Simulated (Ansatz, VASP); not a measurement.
**C in VASP and in Ansatz**

```
C
1.0
     3.57148    0.00000    0.00000
     0.00000   -3.57148    0.00000
     0.00000    0.00000   -3.57148
C
8
Direct
  0.46767 0.03233 0.03233
  0.00000 0.50000 0.00000
  0.00000 0.00000 0.50000
  0.50000 0.50000 0.50000
  0.75000 0.75000 0.75000
  0.25000 0.25000 0.75000
  0.25000 0.75000 0.25000
  0.75000 0.25000 0.25000
```

Alike in both runs: task single point; functional PBE; k mesh 6 × 6 × 6; occupations gaussian, width 0.05 eV; no spin polarisation.

|  | VASP | Ansatz |
| --- | --- | --- |
| version | VASP 6.6.1 | Ansatz 0.2.0 |
| potentials or method | VASP PAW PBE potentials, release 64 (C), cutoff 520 eV | scalar-relativistic, plane waves, PAW |
| valence electrons in the cell | 32 | 32 |

Ansatz gave:

```
gap on the k mesh at the Fermi level (eV)                     : 2.37
least direct gap on the mesh (eV)                             : 2.37
pressure (GPa)                                                : 3.3
traceless stress, the component that is largest in VASP (GPa) : 0.65
rms of the force components (eV/Å)                            : 1.588
```

**Question.** What did VASP give for the same quantities?

**Answer.** gap on the k mesh at the Fermi level (eV): 2.36; least direct gap on the mesh (eV): 2.36; pressure (GPa): 3.9; traceless stress, the component that is largest in VASP (GPa): 0.59; rms of the force components (eV/Å): 1.592.

Atom by atom the forces differ by 0.007 eV/Å (rms over components).
